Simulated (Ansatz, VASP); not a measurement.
# Two plane-wave programs on CdSe

INCAR

```
SYSTEM = CdSe
ALGO     = Normal         ! electronic algorithm
EDIFF    = 1E-6           ! SCF threshold, eV
ENCUT    = 520            ! plane-wave cutoff, eV
GGA      = PE             ! functional
ISIF     = 2              ! what is computed and relaxed
ISMEAR   = 0              ! smearing method
LASPH    = .True.         ! aspherical terms in the spheres
LCHARG   = .False.        ! write CHGCAR
LREAL    = .False.        ! projectors in reciprocal space
LWAVE    = .False.        ! write WAVECAR
NBANDS   = 16             ! bands
NELM     = 80             ! most SCF steps
PREC     = Accurate       ! precision mode
SIGMA    = 0.05           ! smearing width, eV
```

KPOINTS

```
k-points
0
Gamma
  10 10 10
  0 0 0
```

File POSCAR:

```
CdSe
1.0
    0.0000000000      3.1249030457      3.1249030457
    3.1249030457      0.0000000000      3.1249030457
    2.9640747023      2.9640747023      0.1608283434
Cd Se
1 1
Direct
    0.0000000000      0.0000000000      0.0000000000
    0.7500000000      0.7500000000      0.7500000000
```

Input for Ansatz:

```yaml
crystal:
  lattice:
    - [0.0, 3.1249030457, 3.1249030457]
    - [3.1249030457, 0.0, 3.1249030457]
    - [2.9640747023, 2.9640747023, 0.1608283434]
  atoms:
    - { symbol: Cd, position: [0.0, 0.0, 0.0] }
    - { symbol: Se, position: [0.75, 0.75, 0.75] }
basis:
  ecutwfc: 420
kpoints:
  mp_grid: { grid: [10, 10, 10] }
hamiltonian:
  xc: pbe
scf:
  occupations: { method: gaussian, width: 0.05 }
output:
  forces: true
  stress: true
  eigenvalues: true
```

Alike in both runs: task single point; functional PBE; k mesh 10 × 10 × 10; occupations gaussian, width 0.05 eV; no spin polarisation.

```csv
,VASP,Ansatz
version,VASP 6.6.1,Ansatz 0.2.0
potentials or method,"VASP PAW PBE potentials, release 64 (Cd, Se), cutoff 520 eV","scalar-relativistic, plane waves, PAW"
valence electrons in the cell,18,36
```

Ansatz gave:

```
gap on the k mesh at the Fermi level (eV)                     : 0.60
least direct gap on the mesh (eV)                             : 0.60
pressure (GPa)                                                : 3.4
traceless stress, the component that is largest in VASP (GPa) : 2.89
rms of the force components (eV/Å)                            : 0.479
```

Question: What did VASP give for the same quantities?

Answer: gap on the k mesh at the Fermi level (eV): 0.60; least direct gap on the mesh (eV): 0.60; pressure (GPa): 3.7; traceless stress, the component that is largest in VASP (GPa): 2.96; rms of the force components (eV/Å): 0.496.

Atom by atom the forces differ by 0.018 eV/Å (rms over components). The functional is the same, so the differences come from potentials, cutoffs and numerics. VASP's potentials hold 18 valence electrons a cell and Ansatz's 36, so a difference there can come from the potentials and not from the codes.
